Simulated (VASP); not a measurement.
BN: single point with PBE

The system is BN.

```
B N
1.0
     0.00000    1.80750    1.80750
     1.80750    0.00000    1.80750
     1.80750    1.80750    0.00000
B N
1 1
Direct
  0.99308 0.00692 0.00692
  0.25000 0.25000 0.25000
```

```json
{"Program": "VASP 6.6.1", "Task": "single point", "Functional": "PBE", "Potentials or basis": "VASP PAW PBE potentials, release 64 (B, N)", "Cutoff": "700 eV", "k mesh": "5 × 5 × 5, shifted", "Occupations": "gaussian, width 0.01 eV", "Spin": "no spin polarisation"}
```

| Property | Result |
| --- | --- |
| Pressure | 3.2 GPa |
| Largest force | 0.618 eV/Å |
| Band gap on the k mesh | 5.26 eV (least direct gap 9.07 eV) |

Forces in eV/Å, atoms in the order of the input:
```
B   -0.618 -0.011 -0.011
N    0.618  0.011  0.011
```

Stress tensor (GPa, compression positive):
```
 3.17 -0.30 -0.30
-0.30  3.27  0.35
-0.30  0.35  3.27
```

Levels at points of the mesh, in eV from the valence-band top:
| k point | band 2 | band 3 | band 4 | band 5 | band 6 | band 7 |
| --- | --- | --- | --- | --- | --- | --- |
| (0.50, 0.50, 0.50) | -10.69 | -2.02 | -1.71 | 10.16 | 10.51 | 11.12 |

It took 4.4 s on 1 thread of Intel(R) Xeon(R) 6975P-C (Granite Rapids), with other jobs on the host, peak memory 0.14 GiB.

Caveat: the cell stands under pressure; a shifted mesh leaves out Γ, where band edges can lie. A k mesh can miss the band edges.
